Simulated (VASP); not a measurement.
# Ti3H in VASP: single point with PBE

Aim: the single point of Ti3H with PBE.

Everything below comes from runs of VASP 6.6.1. Logs are shortened: lines on timing, memory, paths and dates and some standing lists are left out, and cuts for length are marked.

**1. The cell of the first run**

The cell holds a slab with vacuum, 4 atoms: a = 2.819 Å, b = 2.819 Å, c = 19.826 Å, α = 90.00°, β = 90.00°, γ = 109.47°.

**2. Single point, PBE**

Input file INCAR:

```
PREC = Accurate ; ENCUT = 520
EDIFF = 1E-7 ; ISMEAR = 0
SIGMA = 0.1 ; LREAL = False
LASPH = True ; NELM = 80
ALGO = Normal ; ISIF = 2
LWAVE = False ; LCHARG = False
LDIPOL = True ; IDIPOL = 3
DIPOL = 0.5 0.5 0.354 ; GGA = PE
NBANDS = 26
```

Input file KPOINTS:

```
regular mesh
0
Gamma
  10 10 1
```

Input file POSCAR:

```
Ti3H
1.0
    2.8192036097      0.0000000000      0.0000000000
   -0.9397345366      2.6579706533      0.0000000000
    0.0000000000      0.0000000000     19.8263799740
Ti H
3 1
Direct
    0.5000000000      0.5000000000      0.2017514042
    0.0000000000      0.0000000000      0.3111715134
    0.5000000000      0.5000000000      0.4199647129
    0.5000000000      1.0000000000      0.4817512633
```

Potentials or basis: VASP PAW PBE potentials, release 64 (Ti_sv, H).

Started as:

```sh
$ cat potpaw_PBE.64/Ti_sv/POTCAR potpaw_PBE.64/H/POTCAR > POTCAR
$ mpirun -np 1 vasp_std > vasp.out
```

OUTCAR:

```text
PREC = Accurate
   ENCUT = 520
   EDIFF = 1E-7
   ISMEAR = 0
   LREAL = False
   LASPH = True
   NELM = 80
   ISIF = 2
   GGA = PE

 ion  position               nearest neighbor table
   1  0.500  0.500  0.202-   2 2.71   2 2.71
   2  0.000  0.000  0.311-   3 2.70   3 2.70   1 2.71   1 2.71
   3  0.500  0.500  0.420-   4 1.87   4 1.87   2 2.70   2 2.70
   4  0.500  0.000  0.482-   3 1.87   3 1.87

  LATTYP: Found a base centered orthorhombic cell.
 ALAT       =     3.2553359259
 B/A-ratio  =     1.4142135624
 C/A-ratio  =     6.0904252050

  Lattice vectors:

 A1 = (   2.8192036097,   0.0000000000,   0.0000000000)
 A2 = (  -0.9397345366,   2.6579706533,   0.0000000000)
 A3 = (   0.0000000000,   0.0000000000,  19.8263799740)

Analysis of symmetry for initial positions (statically):
=====================================================================
 Subroutine PRICEL returns:
 Original cell was already a primitive cell.

 Routine SETGRP: Setting up the symmetry group for a
 base centered orthorhombic supercell.

 Subroutine GETGRP returns: Found  2 space group operations
 (whereof  2 operations were pure point group operations)
 out of a pool of  8 trial point group operations.

The static configuration has the point symmetry C_2 .

Analysis of symmetry for dynamics (positions and initial velocities):
=====================================================================
 Subroutine PRICEL returns:
 Original cell was already a primitive cell.

 Routine SETGRP: Setting up the symmetry group for a
 base centered orthorhombic supercell.

 Subroutine GETGRP returns: Found  2 space group operations
 (whereof  2 operations were pure point group operations)
 out of a pool of  8 trial point group operations.

The dynamic configuration has the point symmetry C_2 .

 Subroutine INISYM returns: Found  2 space group operations
 (whereof  2 operations are pure point group operations),
 and found     1 'primitive' translations

----------------------------------------------------------------------------------------

                                     Primitive cell

  volume of cell :     148.5662

  direct lattice vectors                    reciprocal lattice vectors
     2.819203610  0.000000000  0.000000000     0.354710102  0.125408959  0.000000000
    -0.939734537  2.657970653  0.000000000     0.000000000  0.376226878  0.000000000
     0.000000000  0.000000000 19.826379974     0.000000000  0.000000000  0.050437851

  length of vectors
     2.819203610  2.819203610 19.826379974     0.376226878  0.376226878  0.050437851

  position of ions in fractional coordinates (direct lattice)
     0.500000000  0.500000000  0.201751404
     0.000000000  0.000000000  0.311171513
     0.500000000  0.500000000  0.419964713
     0.500000000  0.000000000  0.481751263

  ion indices of the primitive-cell ions
   primitive index   ion index
                 1           1
                 2           2
                 3           3
                 4           4

----------------------------------------------------------------------------------------

 KPOINTS: regular mesh

Automatic generation of k-mesh.
 Grid dimensions read from file:
 generate k-points for:   10   10    1

 Generating k-lattice:

  Cartesian coordinates                     Fractional coordinates (reciprocal lattice)
     0.035471010  0.012540896  0.000000000     0.100000000  0.000000000  0.000000000
     0.000000000  0.037622688  0.000000000     0.000000000  0.100000000  0.000000000
     0.000000000  0.000000000  0.050437851     0.000000000  0.000000000  1.000000000

  Length of vectors
     0.037622688  0.037622688  0.050437851

  Shift w.r.t. Gamma in fractional coordinates (k-lattice)
     0.000000000  0.000000000  0.000000000

 Subroutine IBZKPT returns following result:
 ===========================================

 Found     52 irreducible k-points:

 Following reciprocal coordinates:
            Coordinates               Weight
  0.000000  0.000000  0.000000      1.000000
  0.100000  0.000000  0.000000      2.000000
  0.000000  0.100000  0.000000      2.000000
  0.200000  0.000000  0.000000      2.000000
  0.000000  0.200000  0.000000      2.000000
  0.300000  0.000000  0.000000      2.000000
[... 16 lines left out ...]
 -0.300000  0.100000  0.000000      2.000000
  0.100000 -0.300000  0.000000      2.000000
 [... further k-points ...]
   k-points           NKPTS =     52   k-points in BZ     NKDIM =     52   number of bands    NBANDS=     26
   number of dos      NEDOS =    301   number of ions     NIONS =      4
   total plane-waves  NPLWV =  86400
   dimension x,y,z NGX =    24 NGY =   24 NGZ =  150
   dimension x,y,z NGXF=    48 NGYF=   48 NGZF=  300
   ions per type =               3   1
   NGX,Y,Z   is equivalent  to a cutoff of  14.15, 14.15, 12.58 a.u.
   NGXF,Y,Z  is equivalent  to a cutoff of  28.31, 28.31, 25.16 a.u.
 SYSTEM =  unknown system
   PREC   = accura    normal or accurate (medium, high low for compatibility)
   ISTART =      0    job   : 0-new  1-cont  2-samecut
   ICHARG =      2    charge: 1-file 2-atom 10-const
   ISPIN  =      1    spin polarized calculation?
   LNONCOLLINEAR =      F non collinear calculations
   LSORBIT =      F    spin-orbit coupling
   LASPH  =      T    aspherical Exc in radial PAW
   ENCUT  =  520.0 eV  38.22 Ry    6.18 a.u.   5.24  5.24 36.86*2*pi/ulx,y,z
   NELM   =     80;   NELMIN=  2; NELMDL= -5     # of ELM steps
   EDIFF  = 0.1E-06   stopping-criterion for ELM
   LREAL  =      F    real-space projection
   EDIFFG = 0.1E-05   stopping-criterion for IOM
   NSW    =      0    number of steps for IOM
   IBRION =     -1    ionic relax: 0-MD 1-quasi-New 2-CG
   NFREE  =      0    steps in history (QN), initial steepest desc. (CG)
   ISIF   =      2    stress and relaxation
   ISYM   =      2    0-nonsym 1-usesym 2-fastsym
   POTIM  = 0.5000    time-step for ionic-motion
   TEBEG  =    0.0;   TEEND  =   0.0 temperature during run
   PSTRESS=    0.0 pullay stress
   NELECT =      37.0000    total number of electrons
   NUPDOWN=      -1.0000    fix difference up-down
   EMIN   =  10.00;   EMAX   =-10.00  energy-range for DOS
   EFERMI =   0.00;   METHOD = LEGACY
   ISMEAR =     0;   SIGMA  =   0.10  broadening in eV -4-tet -1-fermi 0-gaus
   EFERMI_NEDOS =   21; number of points for ismear=-14 and -15
   IALGO  =     38    algorithm
   IMIX   =      4    mixing-type and parameters
     AMIX     =   0.40;   BMIX     =  1.00
     AMIX_MAG =   1.60;   BMIX_MAG =  1.00
  volume/ion in A,a.u.               =      37.14       250.64
  Fermi-wavevector in a.u.,A,eV,Ry     =   1.029996  1.946410 14.434299  1.060891
  Thomas-Fermi vector in A             =   2.164071
   LORBIT       =      0    0 simple, 1 ext, 2 COOP (PROOUT), +10 PAW based schemes
   GGA     = PE    functional components
   LHFCALC =     F    Hartree Fock is set to
   AEXX    =    0.0000 exact exchange contribution
   IVDW    =     0    specifies the selected vdW correction
   LEPSILON=     F    determine dielectric tensor
   LRPA    =     F    only Hartree local field effects (RPA)
 non-spin polarized calculation
 Gauss-broadening in eV      SIGMA  =   0.10
  energy-cutoff  :      520.00
  volume of cell :      148.57
 maximum number of plane-waves:      4027
 NGX is ok and might be reduce to    24
   NGX = 11   NGY = 11   NGZ = 73

 dipolmoment           0.000000      0.000000     -0.148166 electrons x Angstroem

 number of electron      36.9999993 magnetization

 dipolmoment           0.000000      0.000000      0.027305 electrons x Angstroem

 Free energy of the ion-electron system (eV)
  ---------------------------------------------------
  ext. energy  EPLUGINS =         0.00000000
  ---------------------------------------------------
  free energy    TOTEN  =       -25.56358082 eV

  energy without entropy =      -25.52119960  energy(sigma->0) =      -25.54239021

 E-fermi :   0.0092     XC(G=0):  -5.0732

 val. band max:        0.0045018784   @ k =   0.1000   0.0000   0.0000
 cond. band min:       0.0118457189   @ k =   0.1000  -0.4000   0.0000
 fundamental gap:      0.0073438406
 Fermi energy:         0.0092343385

 k-point     1 :       0.0000    0.0000    0.0000
  band No.  band energies     occupation
      1     -56.6837      2.00000
      2     -56.6404      2.00000
      3     -56.1980      2.00000
      4     -33.1425      2.00000
      5     -32.9813      2.00000
      6     -32.7053      2.00000
[... 18 lines left out ...]
     25       2.3229      0.00000
     26       2.5976      0.00000

 k-point     2 :       0.1000    0.0000    0.0000
  band No.  band energies     occupation
      1     -56.6767      2.00000
      2     -56.6335      2.00000
      3     -56.1926      2.00000
      4     -33.1282      2.00000
      5     -32.9836      2.00000
      6     -32.7352      2.00000
[... 18 lines left out ...]
     25       2.2838      0.00000
     26       2.4458      0.00000

 k-point     3 :       0.0000    0.1000    0.0000
  band No.  band energies     occupation
      1     -56.6765      2.00000
      2     -56.6335      2.00000
      3     -56.1926      2.00000
      4     -33.1273      2.00000
      5     -32.9834      2.00000
      6     -32.7267      2.00000
[... 18 lines left out ...]
     25       2.2965      0.00000
     26       2.4986      0.00000

 k-point     4 :       0.2000    0.0000    0.0000
  band No.  band energies     occupation
      1     -56.6582      2.00000
      2     -56.6155      2.00000
      3     -56.1785      2.00000
      4     -33.0930      2.00000
      5     -32.9931      2.00000
      6     -32.8378      2.00000
[... 18 lines left out ...]
     25       2.3456      0.00000
     26       2.3896      0.00000

 k-point     5 :       0.0000    0.2000    0.0000
  band No.  band energies     occupation
      1     -56.6576      2.00000
      2     -56.6155      2.00000
      3     -56.1785      2.00000
      4     -33.0889      2.00000
      5     -32.9927      2.00000
      6     -32.8211      2.00000
[... 18 lines left out ...]
     25       2.3630      0.00000
     26       2.4816      0.00000

 k-point     6 :       0.3000    0.0000    0.0000
  band No.  band energies     occupation
      1     -56.6353      2.00000
      2     -56.5930      2.00000
      3     -56.1611      2.00000
      4     -33.0713      2.00000
      5     -33.0290      2.00000
      6     -32.9472      2.00000
[... 427 lines left out ...]
 k-point    21 :      -0.4000    0.1000    0.0000
  band No.  band energies     occupation
      1     -56.6148      2.00000
      2     -56.5726      2.00000
      3     -56.1422      2.00000
      4     -33.1146      2.00000
      5     -33.0598      2.00000
      6     -33.0233      2.00000
[... 18 lines left out ...]
     25       2.5756      0.00000
     26       2.8149      0.00000

 k-point    22 :       0.1000   -0.4000    0.0000
  band No.  band energies     occupation
      1     -56.6135      2.00000
      2     -56.5726      2.00000
      3     -56.1422      2.00000
      4     -33.1045      2.00000
      5     -33.0565      2.00000
      6     -33.0182      2.00000
[... 18 lines left out ...]
     25       2.6114      0.00000
     26       2.9264      0.00000

 k-point    23 :      -0.3000    0.1000    0.0000
  band No.  band energies     occupation
      1     -56.6342      2.00000
      2     -56.5918      2.00000
      3     -56.1565      2.00000
      4     -33.0689      2.00000
      5     -32.9948      2.00000
      6     -32.9323      2.00000
[... 18 lines left out ...]
     25       2.2242      0.00000
     26       2.5363      0.00000

 k-point    24 :       0.1000   -0.3000    0.0000
  band No.  band energies     occupation
      1     -56.6333      2.00000
      2     -56.5918      2.00000
      3     -56.1565      2.00000
      4     -33.0611      2.00000
      5     -32.9921      2.00000
      6     -32.9179      2.00000
[... 18 lines left out ...]
     25       2.2792      0.00000
     26       2.4925      0.00000

 [... further k-points ...]

------------------------ aborting loop because EDIFF is reached ----------------------------------------

 vacuum level on the upper side and lower side of the slab       (xc-potential included)         0.178        -0.523

  FORCE on cell =-STRESS in cart. coord.  units (eV):
  Direction    XX          YY          ZZ          XY          YZ          ZX
  --------------------------------------------------------------------------------------
  -------------------------------------------------------------------------------------
  Total       -0.5292134      0.5581714      0.7463081     -0.4297740      0.0000000      0.0000000
  in kB       -5.7071770      6.0194676      8.0483844     -4.6347961      0.0000000      0.0000000
  external PRESSURE =       2.7868917 kB  Pullay stress =       0.0000000 kB

 VOLUME and BASIS-vectors are now :
 -----------------------------------------------------------------------------
  energy-cutoff  :      520.00
  volume of cell :      148.57
      direct lattice vectors                 reciprocal lattice vectors
     2.819203610  0.000000000  0.000000000     0.354710102  0.125408959  0.000000000
    -0.939734537  2.657970653  0.000000000     0.000000000  0.376226878  0.000000000
     0.000000000  0.000000000 19.826379974     0.000000000  0.000000000  0.050437851

 POSITION                                       TOTAL-FORCE (eV/Angst)
 -----------------------------------------------------------------------------------
      0.93973      1.32899      4.00000        -0.000000      0.000000      0.040640
      0.00000      0.00000      6.16940         0.000000      0.000000     -0.440762
      0.93973      1.32899      8.32638         0.000000      0.000000      0.401025
      1.40960      0.00000      9.55138         0.000000      0.000000     -0.000903
 -----------------------------------------------------------------------------------
    total drift:                                0.000000      0.000000      0.000197

  FREE ENERGIE OF THE ION-ELECTRON SYSTEM (eV)
  ---------------------------------------------------
  free  energy   TOTEN  =       -25.5635808232 eV

  energy  without entropy=      -25.5211995968  energy(sigma->0) =      -25.54239021

 vacuum level on the upper side and lower side of the slab         4.851         4.130
```

It took 14 min on 1 thread of Intel Xeon 8259CL, shared host; peak memory 0.38 GiB.

What came out:

- Free energy: -25.5636 eV
- Largest force: 0.441 eV/Å
- Band gap on the k mesh: zero (an odd number of electrons rules out a gap without spin polarisation)

Forces in eV/Å, atoms in the order of the input:
```
Ti   0.000  0.000  0.041
Ti   0.000  0.000 -0.441
Ti   0.000  0.000  0.401
H    0.000  0.000 -0.001
```

Levels at points of the mesh, in eV from the Fermi level:
```csv
k point,band 16,band 17,band 18,band 19,band 20,band 21,band 22,band 23
"(0.00, 0.00, 0.00)",-1.67,-0.38,-0.02,0.07,0.91,1.10,1.11,1.21
"(0.50, 0.00, 0.00)",-0.50,-0.43,-0.25,0.15,0.36,0.53,1.34,2.31
"(0.00, 0.50, 0.00)",-1.56,-0.32,-0.31,-0.04,0.15,1.08,2.37,2.41
"(0.50, 0.50, 0.00)",-1.69,-1.60,-0.46,-0.07,1.24,1.77,1.85,2.58
```
